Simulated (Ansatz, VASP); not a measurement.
## Two plane-wave programs on TiAl3

```
Ti Al
1.0
     2.78139    0.00000    0.00000
     0.00000    4.67077    0.00000
     0.00000    0.00000    4.89254
Ti Al
1 3
Cartesian
  0.0000 2.3354 0.7984
  1.3907 2.3354 3.2490
  1.3907 0.0000 1.6296
  0.0000 0.0000 4.1081
```

Alike in both runs: task single point; functional r2SCAN; k mesh 14 × 10 × 10; occupations gaussian, width 0.1 eV; no spin polarisation.

|  | VASP | Ansatz |
| --- | --- | --- |
| version | VASP 6.6.1 | Ansatz 0.2.0 |
| potentials or method | VASP PAW PBE potentials, release 64 (Ti_sv, Al), cutoff 520 eV | scalar-relativistic, plane waves, PAW |
| valence electrons in the cell | 21 | 21 |

Ansatz gave:

* gap on the k mesh at the Fermi level (eV): none
* pressure (GPa): 0.4
* traceless stress, the component that is largest in VASP (GPa): 0.14
* rms of the force components (eV/Å): 0.023

Problem. What did VASP give for the same quantities?

Solution. gap on the k mesh at the Fermi level (eV): none; pressure (GPa): 0.4; traceless stress, the component that is largest in VASP (GPa): 0.15; rms of the force components (eV/Å): 0.027.

VASP's potentials were made for PBE, not for r2SCAN. Atom by atom the forces differ by 0.004 eV/Å (rms over components). A gap of «none» marks a metal or a gap that the smearing closes. With one functional, cell and mesh, what is left measures potentials, basis and numerics.
